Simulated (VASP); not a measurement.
Write the native input for VASP 6.6.1 that does the following.

```yaml
Task: single point
Functional: revPBE
Potentials_or_basis: VASP PAW PBE potentials, release 64 (Se)
Cutoff: 520 eV
k_mesh: 9 × 9 × 10
Occupations: fermi-dirac, width 0.1 eV
Spin: no spin polarisation
Dipole_correction: no
Further_INCAR_settings: ALGO = Normal; EDIFF = 1e-06; NBANDS = 16
```

The structure of Se lies in POSCAR:

```
Se
1.0
    4.7685149152      0.0000000000      0.0000000000
   -2.3842574576      4.1296550549      0.0000000000
    0.0000000000      0.0000000000      3.4634453821
Se
3
Direct
    0.0000000000      0.0000000000      0.0000000000
    0.3333333333      0.6666666667      0.5000000000
    0.6666666667      0.3333333333      0.5000000000
```

This cell differs from its parent crystal: volume scaled by 1.04.

The input as run:

INCAR

```
PREC     = Accurate       # precision mode
ENCUT    = 520            # plane-wave cutoff, eV
EDIFF    = 1E-6           # SCF threshold, eV
ISMEAR   = -1             # smearing method
SIGMA    = 0.1            # smearing width, eV
LREAL    = F              # projectors in reciprocal space
LASPH    = T              # aspherical terms in the spheres
NELM     = 100            # most SCF steps
ALGO     = Normal         # electronic algorithm
ISIF     = 2              # what is computed and relaxed
LWAVE    = F              # write WAVECAR
LCHARG   = F              # write CHGCAR
GGA      = RE             # functional
NBANDS   = 16             # bands
```

KPOINTS

```
regular mesh
0
Gamma
  9 9 10
```

Potentials or basis: VASP PAW PBE potentials, release 64 (Se).

Run with:

```console
$ cat potpaw_PBE.64/Se/POTCAR > POTCAR
$ mpirun -np 1 vasp_std > vasp.out
```

Results of the run:

```yaml
Pressure: -2.2 GPa
Band_gap_on_the_k_mesh: zero (band 9 reaches 5.68 eV, above the bottom of band 10 at 2.87 eV)
```

Caveat: the PAW data sets were made with another functional, which shifts forces and pressure a little.

It took 26 s on 1 thread of Intel(R) Xeon(R) 6975P-C (Granite Rapids) (shared host), peak memory 0.2 GiB.
